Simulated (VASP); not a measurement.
Input of a VASP 6.6.1 run:

File INCAR:

```
SYSTEM = GaP
  PREC = Accurate
  ENCUT = 520
  EDIFF = 1E-6
  ISMEAR = 0
  SIGMA = 0.05
  LREAL = .FALSE.
  LASPH = .TRUE.
  NELM = 100
  ALGO = Normal
  ISIF = 2
  LWAVE = .FALSE.
  LCHARG = .FALSE.
  NBANDS = 16
```

KPOINTS

```
regular mesh
0
G
  10 10 10
  0 0 0
```

POSCAR

```
GaP
1.0
    0.0000000000      2.8769570149      2.4454134627
    2.8769570149      0.0000000000      2.4454134627
    2.8769570149      2.8769570149      0.0000000000
Ga P
1 1
Direct
    0.0000000000      0.0000000000      0.0000000000
    0.7500000000      0.7500000000      0.7500000000
```

Potentials or basis: VASP PAW LDA potentials, release 64 (Ga_d, P).

Launch:

```bash
$ cat potpaw_LDA.64/Ga_d/POTCAR potpaw_LDA.64/P/POTCAR > POTCAR
$ mpirun -np 1 vasp_std > vasp.out
```

**Question.** What does it give for the band gap on the k mesh?

**Answer.** 0.04 eV, indirect (least direct gap 1.01 eV).

**Question.** Predict the pressure.

**Answer.** -3.3 GPa.

Stress tensor (GPa, compression positive):
```
-6.32  0.00  0.00
 0.00 -6.32  0.00
 0.00  0.00  2.88
```

 A k mesh can miss the band edges.
